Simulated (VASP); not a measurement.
**RbBr: relaxation of the atoms with PBEsol**

Crystal: RbBr.

```
CELL_PARAMETERS angstrom
3.83031 0.00000 0.00000
0.00000 3.83031 0.00000
0.00000 0.00000 3.83031
ATOMIC_POSITIONS crystal
Rb 0.00000 0.00000 0.00000
Br 0.50000 0.50000 0.50000
```

* Program: VASP 6.6.1
* Task: relaxation of the atoms
* Functional: PBEsol
* Potentials or basis: VASP PAW PBE potentials, release 64 (Rb_sv, Br)
* Cutoff: 520 eV
* k mesh: 7 × 7 × 7
* Occupations: fermi-dirac, width 0.03 eV
* Spin: no spin polarisation
* Dipole correction: no
* Further INCAR settings: ALGO = Normal; EDIFF = 1e-06; IBRION = 2; EDIFFG = -0.01; NSW = 50

```json
{"Pressure after relaxing": "5.1 GPa", "Band gap on the k mesh": "4.84 eV, indirect (least direct gap 4.94 eV)"}
```

Final structure:
```yaml
crystal:
  lattice:
    - [3.83031, 0.00000, 0.00000]
    - [0.00000, 3.83031, 0.00000]
    - [0.00000, 0.00000, 3.83031]
  atoms:
    - { symbol: Rb, position: [0.00000, 0.00000, 0.00000] }
    - { symbol: Br, position: [0.50000, 0.50000, 0.50000] }
```

Levels at points of the mesh, in eV from the valence-band top:
```tsv
k point	band 4	band 5	band 6	band 7	band 8	band 9	band 10	band 11	band 12
(0.00, 0.00, 0.00)	-8.72	-8.72	-0.10	-0.10	-0.10	4.84	5.09	5.09	10.50
```

It took 10 s on 1 thread of Intel(R) Xeon(R) Platinum 8259CL CPU @ 2.50GHz (Skylake/Cascade Lake), with other jobs on the host, peak memory 0.16 GiB.

Caveat: the relaxation stopped at its first step, so nothing moved; the PAW data sets were made with another functional, which shifts forces and pressure a little. A k mesh can miss the band edges.
